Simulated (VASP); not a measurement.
# CoO (Fm-3m) in VASP: a series of runs, part 2 of 3

VASP 6.6.1.

## 3. Electric field gradients, PBE, collinear spin, ferromagnetic start (volume scaled by 1.04)

INCAR

```
SYSTEM = CoO
PREC = Accurate ; ENCUT = 520
EDIFF = 1E-8 ; ISMEAR = -1
SIGMA = 0.05 ; LREAL = .False.
LASPH = .True. ; NELM = 150
ALGO = Normal ; ISIF = 2
LWAVE = .False. ; LCHARG = .False.
ISPIN = 2 ; MAGMOM = 2 0
LORBIT = 11 ; LMAXMIX = 4
GGA = PE ; LEFG = .True.
NBANDS = 18
```

KPOINTS

```
Automatic mesh
0
Gamma
  16 16 16
  0 0 0
```

POSCAR

```
CoO
1.0
    0.0000000000      2.1595492692      2.1595492692
    2.1595492692      0.0000000000      2.1595492692
    2.1595492692      2.1595492692      0.0000000000
Co O
1 1
Direct
    0.0000000000      0.0000000000      0.0000000000
    0.5000000000      0.5000000000      0.5000000000
```

Potentials or basis: VASP PAW PBE potentials, release 64 (Co, O).

Run with:

```sh
cat potpaw_PBE.64/Co/POTCAR potpaw_PBE.64/O/POTCAR > POTCAR
mpirun -np 1 vasp_std > vasp.out
```

OUTCAR:

```text
SYSTEM = CoO
   PREC = Accurate
   ENCUT = 520
   EDIFF = 1E-8
   ISMEAR = -1
   LREAL = .False.
   LASPH = .True.
   NELM = 150
   ISIF = 2
   ISPIN = 2
   LORBIT = 11
   GGA = PE

 ion  position               nearest neighbor table
   1  0.000  0.000  0.000-   2 2.16   2 2.16   2 2.16   2 2.16   2 2.16   2 2.16
   2  0.500  0.500  0.500-   1 2.16   1 2.16   1 2.16   1 2.16   1 2.16   1 2.16

  LATTYP: Found a face centered cubic cell.
 ALAT       =     4.3190985384

  Lattice vectors:

 A1 = (   0.0000000000,   2.1595492692,   2.1595492692)
 A2 = (   2.1595492692,   0.0000000000,   2.1595492692)
 A3 = (   2.1595492692,   2.1595492692,   0.0000000000)

Analysis of symmetry for initial positions (statically):
=====================================================================
 Subroutine PRICEL returns:
 Original cell was already a primitive cell.

 Routine SETGRP: Setting up the symmetry group for a
 face centered cubic supercell.

 Subroutine GETGRP returns: Found 48 space group operations
 (whereof 48 operations were pure point group operations)
 out of a pool of 48 trial point group operations.

The static configuration has the point symmetry O_h .

Analysis of symmetry for dynamics (positions and initial velocities):
=====================================================================
 Subroutine PRICEL returns:
 Original cell was already a primitive cell.

 Routine SETGRP: Setting up the symmetry group for a
 face centered cubic supercell.

 Subroutine GETGRP returns: Found 48 space group operations
 (whereof 48 operations were pure point group operations)
 out of a pool of 48 trial point group operations.

The dynamic configuration has the point symmetry O_h .

Analysis of structural, dynamic, and magnetic symmetry:
=====================================================================
 Subroutine PRICEL returns:
 Original cell was already a primitive cell.

 Routine SETGRP: Setting up the symmetry group for a
 face centered cubic supercell.

 Subroutine GETGRP returns: Found 48 space group operations
 (whereof 48 operations were pure point group operations)
 out of a pool of 48 trial point group operations.

The overall configuration has the point symmetry O_h .

 Subroutine INISYM returns: Found 48 space group operations
 (whereof 48 operations are pure point group operations),
 and found     1 'primitive' translations

----------------------------------------------------------------------------------------

                                     Primitive cell

  volume of cell :      20.1428

  direct lattice vectors                    reciprocal lattice vectors
     0.000000000  2.159549269  2.159549269    -0.231529795  0.231529795  0.231529795
     2.159549269  0.000000000  2.159549269     0.231529795 -0.231529795  0.231529795
     2.159549269  2.159549269  0.000000000     0.231529795  0.231529795 -0.231529795

  length of vectors
     3.054063865  3.054063865  3.054063865     0.401021369  0.401021369  0.401021369

  position of ions in fractional coordinates (direct lattice)
     0.000000000  0.000000000  0.000000000
     0.500000000  0.500000000  0.500000000
[... 102 lines left out ...]
   GGA     = PE    functional components
   LHFCALC =     F    Hartree Fock is set to
   AEXX    =    0.0000 exact exchange contribution
   IVDW    =     0    specifies the selected vdW correction
   LEPSILON=     F    determine dielectric tensor
   LRPA    =     F    only Hartree local field effects (RPA)
 spin polarized calculation
  energy-cutoff  :      520.00
  volume of cell :       20.14
 maximum number of plane-waves:       560
   NGX = 11   NGY = 11   NGZ = 11

 number of electron      15.0000002 magnetization       2.9724576

 Free energy of the ion-electron system (eV)
  ---------------------------------------------------
  ext. energy  EPLUGINS =         0.00000000
  ---------------------------------------------------
  free energy    TOTEN  =       -13.03678796 eV

  energy without entropy =      -13.00180328  energy(sigma->0) =      -13.01929562

 E-fermi :   7.3224     XC(G=0): -12.1724

 val. band max:        7.3205678678   @ k =   0.5000   0.2500   0.0625
 cond. band min:       7.3227118778   @ k =   0.3750   0.2500   0.0625
 fundamental gap:      0.0021440100
 Fermi energy:         7.3223964032

 spin component 1

 k-point     1 :       0.0000    0.0000    0.0000
  band No.  band energies     occupation
      1     -12.4839      1.00000
      2       4.0716      1.00000
      3       4.0716      1.00000
      4       4.2981      1.00000
      5       4.2981      1.00000
      6       4.2981      1.00000
[... 493 lines left out ...]
     17      29.7483      0.00000
     18      32.5570      0.00000

 [... further k-points ...]

 spin component 2

 k-point     1 :       0.0000    0.0000    0.0000
  band No.  band energies     occupation
      1     -11.9584      1.00000
      2       4.9766      1.00000
      3       4.9766      1.00000
      4       4.9766      1.00000
      5       6.3141      1.00000
      6       6.3142      1.00000
[... 493 lines left out ...]
     17      30.5438      0.00000
     18      33.3813      0.00000

 [... further k-points ...]
[... 5 lines left out ...]
  --------------------------------------------------------------------------------------
  -------------------------------------------------------------------------------------
  Total       -1.0411770     -1.0411770     -1.0411770     -0.0000000      0.0000000      0.0000000
  in kB      -82.8162929    -82.8162929    -82.8162929     -0.0000000      0.0000000      0.0000000
  external PRESSURE =     -82.8162929 kB  Pullay stress =       0.0000000 kB

 VOLUME and BASIS-vectors are now :
 -----------------------------------------------------------------------------
  energy-cutoff  :      520.00
  volume of cell :       20.14
      direct lattice vectors                 reciprocal lattice vectors
     0.000000000  2.159549269  2.159549269    -0.231529795  0.231529795  0.231529795
     2.159549269  0.000000000  2.159549269     0.231529795 -0.231529795  0.231529795
     2.159549269  2.159549269  0.000000000     0.231529795  0.231529795 -0.231529795

 POSITION                                       TOTAL-FORCE (eV/Angst)
 -----------------------------------------------------------------------------------
      0.00000      0.00000      0.00000        -0.000000     -0.000000     -0.000000
      2.15955      2.15955      2.15955         0.000000      0.000000      0.000000
 -----------------------------------------------------------------------------------
    total drift:                                0.000000     -0.000000     -0.000000

  FREE ENERGIE OF THE ION-ELECTRON SYSTEM (eV)
  ---------------------------------------------------
  free  energy   TOTEN  =       -13.0367879605 eV

  energy  without entropy=      -13.0018032834  energy(sigma->0) =      -13.01929562

 Electric field gradients (V/A^2)
---------------------------------------------------------------------
 ion       V_xx      V_yy      V_zz      V_xy      V_xz      V_yz
---------------------------------------------------------------------
   1       0.000     0.000     0.000     0.001     0.001     0.001
   2       0.000     0.000    -0.000    -0.002    -0.002    -0.002
---------------------------------------------------------------------

 Electric field gradients after diagonalization (V/A^2)
 (convention: |V_zz| > |V_xx| > |V_yy|)
----------------------------------------------------------------------
 ion       V_xx      V_yy      V_zz     asymmetry (V_yy - V_xx)/ V_zz
----------------------------------------------------------------------
   1      -0.001    -0.001     0.002       0.000
   2       0.002     0.002    -0.004       0.000
----------------------------------------------------------------------

           NMR quadrupolar parameters

 Cq : quadrupolar parameter    Cq=e*Q*V_zz/h
 eta: asymmetry parameters     (V_yy - V_xx)/ V_zz
 Q  : nuclear electric quadrupole moment in mb (millibarn)
----------------------------------------------------------------------
 ion       Cq(MHz)       eta       Q (mb)
----------------------------------------------------------------------
   1       0.000       0.000       1.000
   2      -0.000       0.000       1.000
----------------------------------------------------------------------

 total charge

# of ion       s       p       d       tot
------------------------------------------
    1        0.283   0.330   7.112   7.725
    2        1.556   3.405   0.000   4.961
--------------------------------------------------
tot          1.839   3.735   7.112  12.686

 magnetization (x)

# of ion       s       p       d       tot
------------------------------------------
    1        0.020   0.017   2.569   2.605
    2        0.027   0.286   0.000   0.313
--------------------------------------------------
tot          0.047   0.302   2.569   2.918
```

OSZICAR:

```text
N       E                     dE             d eps       ncg     rms          rms(c)
DAV:   1     0.777659233495E+02    0.77766E+02   -0.65879E+03 10842   0.949E+02
DAV:   2    -0.104946866085E+02   -0.88261E+02   -0.76123E+02 10954   0.220E+02
DAV:   3    -0.154511266490E+02   -0.49564E+01   -0.48033E+01 12180   0.554E+01
[... 12 lines left out ...]
DAV:  16    -0.130367881394E+02   -0.89216E-06   -0.45495E-06 11764   0.156E-02    0.428E-03
DAV:  17    -0.130367881542E+02   -0.14790E-07   -0.50881E-08 14490   0.265E-03    0.314E-03
DAV:  18    -0.130367879800E+02    0.17419E-06   -0.21771E-07 14658   0.500E-03    0.871E-04
DAV:  19    -0.130367879508E+02    0.29151E-07   -0.17848E-08  9548   0.138E-03    0.276E-04
DAV:  20    -0.130367879605E+02   -0.96718E-08   -0.36242E-09  5766   0.609E-04
   1 F= -.13036788E+02 E0= -.13019296E+02  d E =-.349847E-01  mag=     2.9724
```

stdout:

```text
POSCAR found type information on POSCAR CoO
 POSCAR found :  2 types and       2 ions
 scaLAPACK will be used
 LDA part: xc-table for (Slater+PW92), standard interpolation
 POSCAR, INCAR and KPOINTS ok, starting setup
 FFT: planning ... GRIDC
 FFT: planning ... GRID_SOFT
 FFT: planning ... GRID
 WAVECAR not read
 entering main loop
ion   1

ion   2
```

Run time: 44 s. Hardware: 1 thread of Intel Xeon 6975P-C (Granite Rapids), shared host; peak memory 0.21 GiB.

What came out:

| Quantity | Value |
| --- | --- |
| Free energy | -13.0368 eV |
| Pressure | -8.3 GPa |
| Band gap on the k mesh | zero (filled and empty bands overlap) |
| Net moment | 2.97 μB per cell |
| Site moments | Co +2.60; O +0.31 μB |
| Valence electrons inside the program's atomic spheres | Co 7.72; O 4.96 |

Caveat: the cell differs from its parent crystal (volume scaled by 1.04); without QUAD_EFG the Cq values of the log hold for a quadrupole moment of 1 mb, not for the nuclei; a cell with one magnetic atom can't hold antiferromagnetic order, which such compounds often take; semilocal functionals often make such compounds metallic where correlation or magnetic order opens a gap, which also shifts bond lengths.

## 4. Electric field gradients, PBE, collinear spin, ferromagnetic start (volume scaled by 1.04)

INCAR

```
PREC = Accurate
ENCUT = 520
EDIFF = 1E-8
ISMEAR = -1
SIGMA = 0.05
LREAL = F
LASPH = T
NELM = 150
ALGO = Normal
ISIF = 2
LWAVE = F
LCHARG = F
ISPIN = 2
MAGMOM = 2 0
LORBIT = 11
LMAXMIX = 4
GGA = PE
LEFG = T
NBANDS = 18
```

KPOINTS

```
regular mesh
0
Gamma
  16 16 16
```

POSCAR is that of step 3.

Potentials or basis: VASP PAW PBE potentials, release 64 (Co, O).

Run with:

```sh
cat potpaw_PBE.64/Co/POTCAR potpaw_PBE.64/O/POTCAR > POTCAR
mpirun -np 1 vasp_std > vasp.out
```

OUTCAR:

```text
PREC = Accurate
   ENCUT = 520
   EDIFF = 1E-8
   ISMEAR = -1
   LREAL = F
   LASPH = T
   NELM = 150
   ISIF = 2
   ISPIN = 2
   LORBIT = 11
   GGA = PE

 ion  position               nearest neighbor table
   1  0.000  0.000  0.000-   2 2.16   2 2.16   2 2.16   2 2.16   2 2.16   2 2.16
   2  0.500  0.500  0.500-   1 2.16   1 2.16   1 2.16   1 2.16   1 2.16   1 2.16

  LATTYP: Found a face centered cubic cell.
 ALAT       =     4.3190985384

  Lattice vectors:

[... 1252 lines left out ...]
---------------------------------------------------------------------

 Electric field gradients after diagonalization (V/A^2)
 (convention: |V_zz| > |V_xx| > |V_yy|)
----------------------------------------------------------------------
 ion       V_xx      V_yy      V_zz     asymmetry (V_yy - V_xx)/ V_zz
----------------------------------------------------------------------
   1      -0.001    -0.001     0.002       0.000
   2       0.002     0.002    -0.004       0.000
----------------------------------------------------------------------

           NMR quadrupolar parameters

 Cq : quadrupolar parameter    Cq=e*Q*V_zz/h
 eta: asymmetry parameters     (V_yy - V_xx)/ V_zz
 Q  : nuclear electric quadrupole moment in mb (millibarn)
----------------------------------------------------------------------
 ion       Cq(MHz)       eta       Q (mb)
----------------------------------------------------------------------
   1       0.000       0.000       1.000
   2      -0.000       0.000       1.000
----------------------------------------------------------------------

 total charge

# of ion       s       p       d       tot
------------------------------------------
    1        0.283   0.330   7.112   7.725
    2        1.556   3.405   0.000   4.961
--------------------------------------------------
tot          1.839   3.735   7.112  12.686

 magnetization (x)

# of ion       s       p       d       tot
------------------------------------------
    1        0.020   0.017   2.569   2.605
    2        0.027   0.286   0.000   0.313
--------------------------------------------------
tot          0.047   0.302   2.569   2.918
```

Run time: 46 s. Hardware: 1 thread of Intel Xeon 6975P-C (Granite Rapids), shared host; peak memory 0.21 GiB.

Results:

| Property | Result |
| --- | --- |
| Free energy | -13.0368 eV |
| Pressure | -8.3 GPa |
| Band gap on the k mesh | zero (filled and empty bands overlap) |
| Net moment | 2.97 μB per cell |
| Site moments | Co +2.60; O +0.31 μB |
| Valence electrons inside the program's atomic spheres | Co 7.72; O 4.96 |

Caveat: the cell differs from its parent crystal (volume scaled by 1.04); without QUAD_EFG the Cq values of the log hold for a quadrupole moment of 1 mb, not for the nuclei; a cell with one magnetic atom can't hold antiferromagnetic order, which such compounds often take; semilocal functionals often make such compounds metallic where correlation or magnetic order opens a gap, which also shifts bond lengths.

## 5. Density of states, PBE, collinear spin, ferromagnetic start

This run uses another cell than the first one, of 9.68 Å³/atom, 0.980 times its volume.

POSCAR

```
CoO
1.0
    0.0000000000      2.1315000000      2.1315000000
    2.1315000000      0.0000000000      2.1315000000
    2.1315000000      2.1315000000      0.0000000000
Co O
1 1
Direct
    0.0000000000      0.0000000000      0.0000000000
    0.5000000000      0.5000000000      0.5000000000
```

INCAR.step1

```
SYSTEM = CoO
  PREC = Accurate
  ENCUT = 520
  EDIFF = 1E-7
  ISMEAR = -1
  SIGMA = 0.05
  LREAL = .FALSE.
  LASPH = .TRUE.
  NELM = 150
  ALGO = Normal
  ISIF = 2
  LWAVE = .FALSE.
  LCHARG = .TRUE.
  ISPIN = 2
  MAGMOM = 2 0
  LMAXMIX = 4
  GGA = PE
  NBANDS = 18
```

KPOINTS.step1

```
regular mesh
0
G
  16 16 16
  0 0 0
```

INCAR.step2

```
SYSTEM = CoO
  PREC = Accurate
  ENCUT = 520
  EDIFF = 1E-7
  ISMEAR = -5
  SIGMA = 0.05
  LREAL = .FALSE.
  LASPH = .TRUE.
  NELM = 150
  ALGO = Normal
  ISIF = 2
  LWAVE = .FALSE.
  LCHARG = .FALSE.
  ISPIN = 2
  MAGMOM = 2 0
  LORBIT = 10
  LMAXMIX = 4
  GGA = PE
  NBANDS = 18
  NEDOS = 1001
  ICHARG = 11
```

KPOINTS.step2

```
regular mesh
0
G
  24 24 24
  0 0 0
```

Run with:

```sh
cat potpaw_PBE.64/Co/POTCAR potpaw_PBE.64/O/POTCAR > POTCAR
cp INCAR.step1 INCAR
cp KPOINTS.step1 KPOINTS
mpirun -np 1 vasp_std > vasp.out
cp INCAR.step2 INCAR
cp KPOINTS.step2 KPOINTS
mpirun -np 1 vasp_std > vasp.out
```

It took 86 s on 1 thread of Intel Xeon 6975P-C (Granite Rapids), shared host; peak memory 0.32 GiB.

The run converged. Its results:

* Net moment: 2.91 μB per cell
* Site moments: Co +2.59; O +0.31 μB
* Valence electrons inside the program's atomic spheres: Co 7.78; O 4.98

Levels at points of the mesh, in eV from the Fermi level:
Spin up:
```tsv
k point	band 5	band 6	band 7	band 8	band 9	band 10	band 11	band 12	band 13	band 14
(0.00, 0.00, 0.00)	-3.10	-3.10	-3.06	-3.06	-3.06	1.00	16.86	18.13	18.13	18.13
(0.50, 0.00, 0.00)	-2.35	-2.35	-1.79	0.11	0.11	5.08	9.33	13.43	13.43	20.45
(0.50, 0.50, 0.00)	-3.90	-2.91	-2.42	-2.06	-2.06	5.86	9.82	11.68	15.73	15.73
```
Spin down:
```
           k point  band 2  band 3  band 4  band 5  band 6  band 7  band 8  band 9  band 10  band 11
(0.00, 0.00, 0.00)   -2.54   -2.54   -2.54   -1.09   -1.09   -1.09    0.07    0.07     1.53    16.77
(0.50, 0.00, 0.00)   -7.54   -4.59   -4.59   -0.12   -0.12    0.18    2.70    2.70     5.36    10.11
(0.50, 0.50, 0.00)   -6.35   -3.79   -3.79   -2.20    0.12    0.12    0.54    0.99     6.71    10.28
```

Caveat: a cell with one magnetic atom can't hold antiferromagnetic order, which such compounds often take; semilocal functionals often make such compounds metallic where correlation or magnetic order opens a gap, which also shifts bond lengths; tetrahedron occupations give inexact forces and stress in metals.

(Part 2 of 3 ends here.)
